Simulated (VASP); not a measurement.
Here is a VASP 6.6.1 calculation.

File INCAR:

```
  PREC = Accurate
  ENCUT = 520
  EDIFF = 1E-6
  ISMEAR = 0
  SIGMA = 0.15
  LREAL = False
  LASPH = True
  NELM = 100
  ALGO = Normal
  ISIF = 2
  LWAVE = False
  LCHARG = True
  GGA = PS
  LELF = True
  LVHAR = True
  NBANDS = 12
```

KPOINTS

```
regular mesh
0
Gamma
  12 12 12
```

The input POSCAR:

```
Sb
1.0
    2.1828593370      1.2602744258      3.7440000000
   -2.1828593370      1.2602744258      3.7440000000
    0.0000000000     -2.5205488516      3.7440000000
Sb
2
Direct
    0.2336400000      0.2336400000      0.2336400000
    0.7663600000      0.7663600000      0.7663600000
```

Potentials or basis: VASP PAW PBE potentials, release 64 (Sb).

Command:

```sh
$ cat potpaw_PBE.64/Sb/POTCAR > POTCAR
$ mpirun -np 1 vasp_std > vasp.out
```

Task: Predict the pressure.

Result: -1.2 GPa.

Task: Estimate the band gap on the k mesh.

Result: Zero (bands 5 and 6 overlap by 0.23 eV).

Task: What does it give for the largest force?

Result: 0.090 eV/Å.

Forces on the atoms (eV/Å):
```
Sb   0.000  0.000  0.090
Sb   0.000  0.000 -0.090
```

Caveat: the cell differs from its parent crystal (strain +0.015 along x and y, +0.000 along z); the PAW data sets were made with another functional, which shifts forces and pressure a little; spin-orbit coupling is left out, which moves the levels of the heavy elements.
